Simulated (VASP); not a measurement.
LiH, 2 atoms in the cell. The structure is tetragonal, space group I4/mmm (No. 139). The conventional cell has a = 2.833 Å, b = 2.833 Å, c = 3.986 Å, α = 90.00°, β = 90.00°, γ = 90.00°. Li (site symmetry 4/mmm) has 6 H at 1.99 to 2.00 Å within 2.6 Å. H (site symmetry 4/mmm) has 6 Li at 1.99 to 2.00 Å within 2.6 Å. 

| Property | Result |
| --- | --- |
| Program | VASP 6.6.1 |
| Task | G0W0 quasiparticle levels |
| Functional | PBE |
| Potentials or basis | VASP PAW PBE potentials, release 64 (Li_GW, H_GW) |
| Cutoff | 500 eV |
| k mesh | 6 × 6 × 6 |
| Occupations | gaussian, width 0.01 eV |
| Spin | no spin polarisation |
| Dipole correction | no |
| GW scheme | G0W0 |
| GW iterations | 1 |
| Cutoff of the response function | 150 |
| Frequency points | 96 |
| Empty bands | 66 |
| Further INCAR settings | ALGO = EVGW0; EDIFF = 1e-08; NBANDS = 67 |

Potentials or basis: VASP PAW PBE potentials, release 64 (Li_GW, H_GW).

Run with:

```bash
$ cat potpaw_PBE.64/Li_GW/POTCAR potpaw_PBE.64/H_GW/POTCAR > POTCAR
$ cp INCAR.step1 INCAR
$ mpirun -np 1 vasp_std > vasp.out
$ cp INCAR.step2 INCAR
$ mpirun -np 1 vasp_std > vasp.out
$ cp INCAR.step3 INCAR
$ mpirun -np 1 vasp_std > vasp.out
```

Hardware: 1 thread of Intel(R) Xeon(R) 6975P-C (Granite Rapids) (shared host).

Problem. Estimate the wall time of this run.

Solution. Run time: 85 s on 1 thread of Intel(R) Xeon(R) 6975P-C (Granite Rapids), with other jobs on the host, peak memory 0.31 GiB. Counts: k points 30.
